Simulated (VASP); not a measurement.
HfO2, 6 atoms in the cell. The structure is tetragonal, space group P4_2/mnm (No. 136). Conventional cell: a = 4.814 Å, b = 4.814 Å, c = 3.205 Å, α = 90.00°, β = 90.00°, γ = 90.00°. Within 2.7 Å of Hf (site symmetry mmm) lie 6 O at 2.08 Å. Within 2.7 Å of O (site symmetry m2m) lie 3 Hf at 2.08 Å and 1 O at 2.65 Å. 

| Quantity | Value |
| --- | --- |
| Program | VASP 6.6.1 |
| Task | single point |
| Functional | PBEsol |
| Potentials or basis | VASP PAW PBE potentials, release 64 (Hf_pv, O) |
| Cutoff | 520 eV |
| k mesh | 4 × 4 × 4 |
| Occupations | gaussian, width 0.01 eV |
| Spin | no spin polarisation |
| Dipole correction | no |
| Further INCAR settings | ALGO = Normal; EDIFF = 1e-07; NBANDS = 31 |

Potentials or basis: VASP PAW PBE potentials, release 64 (Hf_pv, O).

Run with:

```bash
$ cat potpaw_PBE.64/Hf_pv/POTCAR potpaw_PBE.64/O/POTCAR > POTCAR
$ mpirun -np 1 vasp_std > vasp.out
```

Hardware: 1 thread of Intel(R) Xeon(R) Platinum 8259CL CPU @ 2.50GHz (Skylake/Cascade Lake), on a shared host.

**Question.** How long does it take, and how much memory?

**Answer.** Run time: 28 s on 1 thread of Intel(R) Xeon(R) Platinum 8259CL CPU @ 2.50GHz (Skylake/Cascade Lake), with other jobs on the host, peak memory 0.19 GiB. Counts: scf iterations 14, k points 18.
